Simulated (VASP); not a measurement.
# Al (P6_3/mmc) in VASP: notebook

Aim: see how the results for Al move with the level of theory and the settings. Levels: PBE, LDA. Tasks: single point.

Everything below comes from runs of VASP 6.6.1. Logs are shortened: lines on timing, memory, paths and dates and some standing lists are left out, and cuts for length are marked.

## Step 1: The cell of the first run

The structure is hexagonal, space group P6_3/mmc (No. 194). The conventional cell has a = 2.812 Å, b = 2.812 Å, c = 4.867 Å, α = 90.00°, β = 90.00°, γ = 120.00°. Al (site symmetry -6m2) has 12 Al at 2.81 to 2.93 Å within 3.7 Å.

## Step 2: Single point, PBE

INCAR reads:

```
SYSTEM = Al
  PREC = Accurate
  ENCUT = 500
  EDIFF = 1E-6
  ISMEAR = 0
  SIGMA = 0.1
  LREAL = .FALSE.
  LASPH = .TRUE.
  NELM = 120
  ALGO = Normal
  ISIF = 2
  LWAVE = .FALSE.
  LCHARG = .FALSE.
  GGA = PE
  NBANDS = 10
  GGA_COMPAT = .FALSE.
```

KPOINTS reads:

```
regular mesh
0
G
  9 9 6
  0 0 0
```

POSCAR reads:

```
Al
1.0
    2.8124553515      0.0000000000      0.0000000000
   -1.4062276757      2.4356577814      0.0000000000
    0.0000000000      0.0000000000      4.8668500000
Al
2
Direct
    0.6666666667      0.3333333333      0.7500000000
    0.3333333333      0.6666666667      0.2500000000
```

Potentials or basis: VASP PAW PBE potentials, release 64 (Al).

The run is started by

```
$ cat potpaw_PBE.64/Al/POTCAR > POTCAR
$ mpirun -np 1 vasp_std > vasp.out
```

OUTCAR:

```text
SYSTEM = Al
   PREC = Accurate
   ENCUT = 500
   EDIFF = 1E-6
   ISMEAR = 0
   LREAL = .FALSE.
   LASPH = .TRUE.
   NELM = 120
   ISIF = 2
   GGA = PE

 ion  position               nearest neighbor table
   1  0.667  0.333  0.750-   2 2.93   2 2.93   2 2.93   2 2.93   2 2.93   2 2.93
   2  0.333  0.667  0.250-   1 2.93   1 2.93   1 2.93   1 2.93   1 2.93   1 2.93

  LATTYP: Found a hexagonal cell.
 ALAT       =     2.8124553515
 C/A-ratio  =     1.7304630267

  Lattice vectors:

 A1 = (   2.8124553515,   0.0000000000,   0.0000000000)
 A2 = (  -1.4062276757,   2.4356577814,   0.0000000000)
 A3 = (   0.0000000000,   0.0000000000,   4.8668500000)

Analysis of symmetry for initial positions (statically):
=====================================================================
 Subroutine PRICEL returns:
 Original cell was already a primitive cell.

 Routine SETGRP: Setting up the symmetry group for a
 hexagonal supercell.

 Subroutine GETGRP returns: Found 24 space group operations
 (whereof 12 operations were pure point group operations)
 out of a pool of 24 trial point group operations.

The static configuration has the point symmetry D_3d.
 The point group associated with its full space group is D_6h.

Analysis of symmetry for dynamics (positions and initial velocities):
=====================================================================
 Subroutine PRICEL returns:
 Original cell was already a primitive cell.

 Routine SETGRP: Setting up the symmetry group for a
 hexagonal supercell.

 Subroutine GETGRP returns: Found 24 space group operations
 (whereof 12 operations were pure point group operations)
 out of a pool of 24 trial point group operations.

The dynamic configuration has the point symmetry D_3d.
 The point group associated with its full space group is D_6h.

 Subroutine INISYM returns: Found 24 space group operations
 (whereof 12 operations are pure point group operations),
 and found     1 'primitive' translations

----------------------------------------------------------------------------------------

                                     Primitive cell

  volume of cell :      33.3388

  direct lattice vectors                    reciprocal lattice vectors
     2.812455352  0.000000000  0.000000000     0.355561200  0.205283355  0.000000000
    -1.406227676  2.435657781  0.000000000     0.000000000  0.410566709  0.000000000
     0.000000000  0.000000000  4.866850000     0.000000000  0.000000000  0.205471712

  length of vectors
     2.812455352  2.812455351  4.866850000     0.410566709  0.410566709  0.205471712

  position of ions in fractional coordinates (direct lattice)
     0.666666667  0.333333333  0.750000000
     0.333333333  0.666666667  0.250000000

  ion indices of the primitive-cell ions
   primitive index   ion index
                 1           1
                 2           2

----------------------------------------------------------------------------------------

 KPOINTS: regular mesh

Automatic generation of k-mesh.
 Grid dimensions read from file:
 generate k-points for:    9    9    6

 Generating k-lattice:

  Cartesian coordinates                     Fractional coordinates (reciprocal lattice)
     0.039506800  0.022809262  0.000000000     0.111111111  0.000000000  0.000000000
     0.000000000  0.045618523  0.000000000     0.000000000  0.111111111  0.000000000
     0.000000000  0.000000000  0.034245285     0.000000000  0.000000000  0.166666667

  Length of vectors
     0.045618523  0.045618523  0.034245285

  Shift w.r.t. Gamma in fractional coordinates (k-lattice)
     0.000000000  0.000000000  0.000000000

 Subroutine IBZKPT returns following result:
 ===========================================

 Found     48 irreducible k-points:

 Following reciprocal coordinates:
            Coordinates               Weight
  0.000000  0.000000  0.000000      1.000000
  0.111111  0.000000  0.000000      6.000000
  0.222222  0.000000  0.000000      6.000000
  0.333333  0.000000  0.000000      6.000000
  0.444444  0.000000  0.000000      6.000000
  0.111111  0.111111  0.000000      6.000000
[... 16 lines left out ...]
  0.333333  0.222222  0.166667     24.000000
  0.333333  0.333333  0.166667      4.000000
 [... further k-points ...]
   k-points           NKPTS =     48   k-points in BZ     NKDIM =     48   number of bands    NBANDS=     10
   number of dos      NEDOS =    301   number of ions     NIONS =      2
   total plane-waves  NPLWV =  20736
   dimension x,y,z NGX =    24 NGY =   24 NGZ =   36
   dimension x,y,z NGXF=    48 NGYF=   48 NGZF=   72
   ions per type =               2
   NGX,Y,Z   is equivalent  to a cutoff of  14.19, 14.19, 12.30 a.u.
   NGXF,Y,Z  is equivalent  to a cutoff of  28.37, 28.37, 24.59 a.u.
 SYSTEM =  Al
   PREC   = accura    normal or accurate (medium, high low for compatibility)
   ISTART =      0    job   : 0-new  1-cont  2-samecut
   ICHARG =      2    charge: 1-file 2-atom 10-const
   ISPIN  =      1    spin polarized calculation?
   LNONCOLLINEAR =      F non collinear calculations
   LSORBIT =      F    spin-orbit coupling
   LASPH  =      T    aspherical Exc in radial PAW
   ENCUT  =  500.0 eV  36.75 Ry    6.06 a.u.   5.13  5.13  8.87*2*pi/ulx,y,z
   NELM   =    120;   NELMIN=  2; NELMDL= -5     # of ELM steps
   EDIFF  = 0.1E-05   stopping-criterion for ELM
   LREAL  =      F    real-space projection
[... 7 lines left out ...]
   TEBEG  =    0.0;   TEEND  =   0.0 temperature during run
   PSTRESS=    0.0 pullay stress
   NELECT =       6.0000    total number of electrons
   NUPDOWN=      -1.0000    fix difference up-down
   EMIN   =  10.00;   EMAX   =-10.00  energy-range for DOS
   EFERMI =   0.00;   METHOD = LEGACY
   ISMEAR =     0;   SIGMA  =   0.10  broadening in eV -4-tet -1-fermi 0-gaus
   EFERMI_NEDOS =   21; number of points for ismear=-14 and -15
   IALGO  =     38    algorithm
   IMIX   =      4    mixing-type and parameters
     AMIX     =   0.40;   BMIX     =  1.00
     AMIX_MAG =   1.60;   BMIX_MAG =  1.00
  volume/ion in A,a.u.               =      16.67       112.49
  Fermi-wavevector in a.u.,A,eV,Ry     =   0.924291  1.746656 11.623640  0.854313
  Thomas-Fermi vector in A             =   2.050021
   LORBIT       =      0    0 simple, 1 ext, 2 COOP (PROOUT), +10 PAW based schemes
   GGA     = PE    functional components
   LHFCALC =     F    Hartree Fock is set to
   AEXX    =    0.0000 exact exchange contribution
   IVDW    =     0    specifies the selected vdW correction
   LEPSILON=     F    determine dielectric tensor
   LRPA    =     F    only Hartree local field effects (RPA)
 non-spin polarized calculation
 Gauss-broadening in eV      SIGMA  =   0.10
  energy-cutoff  :      500.00
  volume of cell :       33.34
 maximum number of plane-waves:       859
 NGX is ok and might be reduce to    24
   NGX = 11   NGY = 11   NGZ = 17

 number of electron       6.0000000 magnetization

 Free energy of the ion-electron system (eV)
  ---------------------------------------------------
  ext. energy  EPLUGINS =         0.00000000
  ---------------------------------------------------
  free energy    TOTEN  =        -7.42651036 eV

  energy without entropy =       -7.42350717  energy(sigma->0) =       -7.42500876

 E-fermi :   7.8698     XC(G=0): -10.1591

 val. band max:        7.8317685828   @ k =   0.3333   0.3333   0.3333
 cond. band min:       7.9870997611   @ k =   0.3333   0.2222   0.1667
 fundamental gap:      0.1553311783
 Fermi energy:         7.8697625021

 k-point     1 :       0.0000    0.0000    0.0000
  band No.  band energies     occupation
      1      -3.1748      2.00000
      2       2.8289      2.00000
      3       3.0621      2.00000
      4      19.0474      0.00000
      5      19.3270      0.00000
      6      19.3270      0.00000
      7      19.5531      0.00000
      8      19.5531      0.00000
      9      20.2719      0.00000
     10      22.6065      0.00000

 k-point     2 :       0.1111    0.0000    0.0000
  band No.  band energies     occupation
      1      -2.8671      2.00000
      2       3.1303      2.00000
      3       3.3497      2.00000
      4      15.4718      0.00000
      5      17.3385      0.00000
      6      18.3931      0.00000
      7      19.7817      0.00000
      8      20.3420      0.00000
      9      21.3939      0.00000
     10      21.5341      0.00000

 k-point     3 :       0.2222    0.0000    0.0000
  band No.  band energies     occupation
      1      -1.9480      2.00000
      2       4.0210      2.00000
      3       4.2127      2.00000
      4      11.3538      0.00000
      5      15.7686      0.00000
      6      16.2240      0.00000
      7      17.1553      0.00000
      8      17.6597      0.00000
      9      20.6594      0.00000
     10      21.0305      0.00000

 k-point     4 :       0.3333    0.0000    0.0000
  band No.  band energies     occupation
      1      -0.4299      2.00000
      2       5.4030      2.00000
      3       5.6488      2.00000
      4       7.7383      1.93690
      5      13.1205      0.00000
      6      13.4837      0.00000
      7      14.7248      0.00000
      8      16.3720      0.00000
      9      19.7423      0.00000
     10      20.4409      0.00000
[... 222 lines left out ...]
 k-point    22 :       0.2222    0.2222    0.1667
  band No.  band energies     occupation
      1       0.6417      2.00000
      2       4.6090      2.00000
      3       8.0739      0.00390
      4       8.5401      0.00000
      5       9.1705      0.00000
      6      12.5235      0.00000
      7      12.7124      0.00000
      8      16.2764      0.00000
      9      16.5985      0.00000
     10      20.2410      0.00000

 k-point    23 :       0.3333    0.2222    0.1667
  band No.  band energies     occupation
      1       2.7177      2.00000
      2       5.2635      2.00000
      3       6.7144      2.00000
      4       7.9871      0.09704
      5       9.2884      0.00000
      6      10.7962      0.00000
      7      12.0907      0.00000
      8      13.5625      0.00000
      9      15.8978      0.00000
     10      21.9265      0.00000

 k-point    24 :       0.3333    0.3333    0.1667
  band No.  band energies     occupation
      1       4.9799      2.00000
      2       4.9799      2.00000
      3       5.1362      2.00000
      4       8.8822      0.00000
      5       9.1696      0.00000
      6       9.1696      0.00000
      7      13.1335      0.00000
      8      13.1335      0.00000
      9      13.3037      0.00000
     10      23.9827      0.00000

 [... further k-points ...]
[... 5 lines left out ...]
  --------------------------------------------------------------------------------------
  -------------------------------------------------------------------------------------
  Total        0.1007782      0.1007782     -0.1299292      0.0000000     -0.0000000      0.0000000
  in kB        4.8431440      4.8431440     -6.2440666      0.0000000     -0.0000000      0.0000000
  external PRESSURE =       1.1474071 kB  Pullay stress =       0.0000000 kB

 VOLUME and BASIS-vectors are now :
 -----------------------------------------------------------------------------
  energy-cutoff  :      500.00
  volume of cell :       33.34
      direct lattice vectors                 reciprocal lattice vectors
     2.812455352  0.000000000  0.000000000     0.355561200  0.205283355  0.000000000
    -1.406227676  2.435657781  0.000000000     0.000000000  0.410566709  0.000000000
     0.000000000  0.000000000  4.866850000     0.000000000  0.000000000  0.205471712

 POSITION                                       TOTAL-FORCE (eV/Angst)
 -----------------------------------------------------------------------------------
      1.40623      0.81189      3.65014         0.000000     -0.000000      0.000000
     -0.00000      1.62377      1.21671        -0.000000      0.000000      0.000000
 -----------------------------------------------------------------------------------
    total drift:                                0.000000     -0.000000     -0.000000

  FREE ENERGIE OF THE ION-ELECTRON SYSTEM (eV)
  ---------------------------------------------------
  free  energy   TOTEN  =        -7.4265103554 eV

  energy  without entropy=       -7.4235071688  energy(sigma->0) =       -7.42500876
```

Wall time 14 s (1 thread of Intel Xeon 8259CL, shared host); peak memory 0.15 GiB.

Results:

```yaml
Free_energy: -7.4265 eV
Pressure: 0.1 GPa
Band_gap_on_the_k_mesh: zero (band 3 reaches 11.21 eV, above the bottom of band 4 at 5.03 eV)
```

Stress tensor (GPa, compression positive):
```
 0.48  0.00  0.00
 0.00  0.48  0.00
 0.00  0.00 -0.62
```

Levels at points of the mesh, in eV from the Fermi level:
| k point | band 1 | band 2 | band 3 | band 4 | band 5 | band 6 |
| --- | --- | --- | --- | --- | --- | --- |
| (0.00, 0.00, 0.00) | -11.04 | -5.04 | -4.81 | 11.18 | 11.46 | 11.46 |
| (0.00, 0.00, 0.50) | -9.49 | -9.49 | 2.41 | 2.41 | 12.50 | 12.50 |

## Step 3: Single point, PBE

INCAR reads:

```
SYSTEM = Al
ALGO = Normal
EDIFF = 1E-6
ENCUT = 500
GGA = PE
GGA_COMPAT = .False.
ISIF = 2
ISMEAR = 0
LASPH = .True.
LCHARG = .True.
LELF = .True.
LREAL = .False.
LVHAR = .True.
LWAVE = .False.
NBANDS = 10
NELM = 120
PREC = Accurate
SIGMA = 0.44
```

KPOINTS reads:

```
k-points
0
Gamma
  9 9 6
  0 0 0
```

POSCAR is that of step 2.

Potentials or basis: VASP PAW PBE potentials, release 64 (Al).

The run is started by

```
$ cat potpaw_PBE.64/Al/POTCAR > POTCAR
$ mpirun -np 1 vasp_std > vasp.out
```

Wall time 16 s (1 thread of Intel Xeon 8259CL, shared host); peak memory 0.15 GiB.

It converged, with:

```
Free energy            : -7.4621 eV
Pressure               : 0.2 GPa
Band gap on the k mesh : zero (band 3 reaches 11.21 eV, above the bottom of band 4 at 5.03 eV)
```

Stress tensor (GPa, compression positive):
```
 0.94  0.00  0.00
 0.00  0.94  0.00
 0.00  0.00 -1.30
```

Levels at points of the mesh, in eV from the Fermi level:
```csv
k point,band 1,band 2,band 3,band 4,band 5,band 6,band 7,band 8
"(0.00, 0.00, 0.00)",-11.07,-5.07,-4.84,11.15,11.43,11.43,11.65,11.65
"(0.00, 0.00, 0.50)",-9.52,-9.52,2.38,2.38,12.47,12.47,12.47,12.47
```

## Step 4: Single point, LDA

INCAR reads:

```
  PREC = Accurate
  ENCUT = 500
  EDIFF = 1E-6
  ISMEAR = 0
  SIGMA = 0.1
  LREAL = False
  LASPH = True
  NELM = 120
  ALGO = Normal
  ISIF = 2
  LWAVE = False
  LCHARG = True
  LELF = True
  LVHAR = True
  NBANDS = 10
  GGA_COMPAT = False
```

KPOINTS reads:

```
Automatic mesh
0
Gamma
  9 9 6
```

POSCAR is that of step 3.

Potentials or basis: VASP PAW LDA potentials, release 64 (Al).

The run is started by

```
$ cat potpaw_LDA.64/Al/POTCAR > POTCAR
$ mpirun -np 1 vasp_std > vasp.out
```

It took 14 s on 1 thread of Intel Xeon 8259CL, shared host; peak memory 0.14 GiB.

Results (log left out):

```yaml
Free_energy: -8.3014 eV
Pressure: -3.0 GPa
Band_gap_on_the_k_mesh: zero (band 3 reaches 10.99 eV, above the bottom of band 4 at 4.81 eV)
```

Stress tensor (GPa, compression positive):
```
-2.72  0.00  0.00
 0.00 -2.72  0.00
 0.00  0.00 -3.50
```

Levels at points of the mesh, in eV from the Fermi level:
```
           k point  band 1  band 2  band 3  band 4  band 5  band 6  band 7  band 8
(0.00, 0.00, 0.00)  -11.00   -5.04   -4.75   11.16   11.34   11.34   11.64   11.64
(0.00, 0.00, 0.50)   -9.45   -9.45    2.41    2.41   12.44   12.44   12.44   12.44
```

## Step 5: Single point, PBE

INCAR reads:

```
SYSTEM = Al
PREC = Accurate
ENCUT = 500
EDIFF = 1E-6
ISMEAR = 0
SIGMA = 0.1
LREAL = .False.
LASPH = .True.
NELM = 120
ALGO = Normal
ISIF = 2
LWAVE = .False.
LCHARG = .True.
GGA = PE
LELF = .True.
LVHAR = .True.
NBANDS = 10
GGA_COMPAT = .False.
```

KPOINTS reads:

```
Automatic mesh
0
Gamma
  3 3 1
  0 0 0
```

POSCAR is that of step 4.

Potentials or basis: VASP PAW PBE potentials, release 64 (Al).

The run is started by

```
$ cat potpaw_PBE.64/Al/POTCAR > POTCAR
$ mpirun -np 1 vasp_std > vasp.out
```

Wall time 3.4 s (1 thread of Intel Xeon 6975P-C, shared host); peak memory 0.14 GiB.

The run converged, but its numbers aren't listed here, since they failed a check.

Caveat: the k points lie up to 1.29 Å⁻¹ apart; the mesh shows a gap though the element is a metal.

## Step 6: Single point, PBE

INCAR reads:

```
ALGO     = Normal         # electronic algorithm
EDIFF    = 1E-6           # SCF threshold, eV
ENCUT    = 500            # plane-wave cutoff, eV
GGA      = PE             # functional
GGA_COMPAT= F            
ISIF     = 2              # what is computed and relaxed
ISMEAR   = 0              # smearing method
LASPH    = T              # aspherical terms in the spheres
LCHARG   = T              # write CHGCAR
LELF     = T              # ELF
LREAL    = F              # projectors in reciprocal space
LVHAR    = T            
LWAVE    = F              # write WAVECAR
NBANDS   = 10             # bands
NELM     = 120            # most SCF steps
PREC     = Accurate       # precision mode
SIGMA    = 0.1            # smearing width, eV
```

KPOINTS reads:

```
k-points
0
Gamma
  3 3 1
```

POSCAR is that of step 5.

Potentials or basis: VASP PAW PBE potentials, release 64 (Al).

The run is started by

```
$ cat potpaw_PBE.64/Al/POTCAR > POTCAR
$ mpirun -np 1 vasp_std > vasp.out
```

Wall time 3.4 s (1 thread of Intel Xeon 6975P-C, shared host); peak memory 0.14 GiB.

The run converged, but its numbers aren't listed here, since they failed a check.

Caveat: the k points lie up to 1.29 Å⁻¹ apart; the mesh shows a gap though the element is a metal.

## Step 7: Overview

| level | potentials or basis | smearing | gap on the mesh (eV) | pressure (GPa) |
| --- | --- | --- | --- | --- |
| PBE | VASP PAW PBE potentials, release 64 (Al) | gaussian 0.1 eV | none | 0.1 |
| PBE | VASP PAW PBE potentials, release 64 (Al) | gaussian 0.44 eV | none | 0.2 |
| LDA | VASP PAW LDA potentials, release 64 (Al) | gaussian 0.1 eV | none | -3.0 |

Alike in all rows: task single point; no spin polarisation; cell as given; k mesh 9 × 9 × 6; cutoff (eV) 500.

Total energies depend on the potentials used, so only differences within one code and one set of settings carry meaning.
